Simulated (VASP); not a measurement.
Input of a VASP 6.6.1 run:

File POSCAR:

```
Hf
1.0
    2.9138100000      0.0000000000      0.0000000000
    0.0000000000      2.9138100000      0.0000000000
    0.0000000000      0.0000000000      2.9138100000
Hf
1
Direct
    0.5000000000      0.5000000000      0.5000000000
```

Contents of INCAR.step1:

```
SYSTEM = Hf
ALGO     = Normal         ! electronic algorithm
EDIFF    = 1E-5           ! SCF threshold, eV
ENCUT    = 520            ! plane-wave cutoff, eV
GGA      = PE             ! functional
ISIF     = 2              ! what is computed and relaxed
ISMEAR   = -1             ! smearing method
LASPH    = .TRUE.         ! aspherical terms in the spheres
LCHARG   = .FALSE.        ! write CHGCAR
LREAL    = .FALSE.        ! projectors in reciprocal space
LWAVE    = .TRUE.         ! write WAVECAR
NBANDS   = 11             ! bands
NELM     = 60             ! most SCF steps
PREC     = Accurate       ! precision mode
SIGMA    = 0.05           ! smearing width, eV
```

Contents of INCAR.step2:

```
SYSTEM = Hf
AEXX     = 0.25           ! exact-exchange fraction
ALGO     = Normal         ! electronic algorithm
EDIFF    = 1E-7           ! SCF threshold, eV
ENCUT    = 520            ! plane-wave cutoff, eV
GGA      = PE             ! functional
ISIF     = 2              ! what is computed and relaxed
ISMEAR   = -1             ! smearing method
ISTART   = 1            
LASPH    = .TRUE.         ! aspherical terms in the spheres
LCHARG   = .FALSE.        ! write CHGCAR
LHFCALC  = .TRUE.         ! exact exchange
LREAL    = .FALSE.        ! projectors in reciprocal space
LWAVE    = .FALSE.        ! write WAVECAR
NBANDS   = 11             ! bands
NELM     = 60             ! most SCF steps
PREC     = Accurate       ! precision mode
PRECFOCK = Normal       
SIGMA    = 0.05           ! smearing width, eV
```

The input KPOINTS:

```
k-points
0
G
  5 5 5
  0 0 0
```

Potentials or basis: VASP PAW PBE potentials, release 64 (Hf_pv).

The run is started by

```sh
$ cat potpaw_PBE.64/Hf_pv/POTCAR > POTCAR
$ cp INCAR.step1 INCAR
$ mpirun -np 1 vasp_std > vasp.out
$ cp INCAR.step2 INCAR
$ mpirun -np 1 vasp_std > vasp.out
```

Q: Estimate the band gap on the k mesh.

A: Zero (bands 5 and 6 overlap by 2.84 eV).

Q: What does it give for the pressure?

A: -0.5 GPa.

Caveat: the k points lie up to 0.43 Å⁻¹ apart, too coarse for converged energies and pressures of a metal; the PAW data sets were made with another functional, which shifts forces and pressure a little; spin-orbit coupling is left out, which moves the levels of the heavy elements.
